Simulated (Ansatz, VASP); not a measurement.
Zn: VASP beside Ansatz

The input INCAR:

```
SYSTEM = Zn
  PREC = Accurate
  ENCUT = 520
  EDIFF = 1E-7
  ISMEAR = -1
  SIGMA = 0.1
  LREAL = .False.
  LASPH = .True.
  NELM = 80
  ALGO = Normal
  ISIF = 2
  LWAVE = .False.
  LCHARG = .True.
  GGA = RP
  LELF = .True.
  LVHAR = .True.
  NBANDS = 12
```

File KPOINTS:

```
regular mesh
0
Gamma
  16 16 16
  0 0 0
```

File POSCAR:

```
Zn
1.0
   -1.5695960752      1.5695960752      1.5695960752
    1.5695960752     -1.5695960752      1.5695960752
    1.5695960752      1.5695960752     -1.5695960752
Zn
1
Direct
    0.0000000000      0.0000000000      0.0000000000
```

Input for Ansatz:

```yaml
crystal:
  lattice:
    - [-1.5695960752, 1.5695960752, 1.5695960752]
    - [1.5695960752, -1.5695960752, 1.5695960752]
    - [1.5695960752, 1.5695960752, -1.5695960752]
  atoms:
    - { symbol: Zn, position: [0.0, 0.0, 0.0] }
hamiltonian:
  xc: rpbe
  pseudopotentials:
    kind: paw
    azcp:
      Zn: "pseudopotentials/Zn.paw.azcp"
basis:
  ecutwfc: 420
  fft_grid_basis: typed
kpoints:
  mp_grid: { grid: [16, 16, 16], shift: [0, 0, 0] }
magnetization:
  spin_polarized: false
scf:
  occupations: { method: fermi_dirac, width: 0.1 }
  lower_state_search: "off"
output:
  stress: true
```

Alike in both runs: task single point; functional RPBE; k mesh 16 × 16 × 16; occupations fermi-dirac, width 0.1 eV; no spin polarisation.

|  | VASP | Ansatz |
| --- | --- | --- |
| version | VASP 6.6.1 | Ansatz 0.2.0 |
| potentials or method | VASP PAW PBE potentials, release 64 (Zn), cutoff 520 eV | plane waves (420 eV) with PAW, scalar-relativistic |
| valence electrons in the cell | 12 | 12 |

|  | VASP | Ansatz | Ansatz less VASP |
| --- | --- | --- | --- |
| pressure (GPa) | 3.0 | 2.7 | -0.26 |

VASP's potentials were made for PBE, not for RPBE. The functional is the same, so the differences come from potentials, cutoffs and numerics.
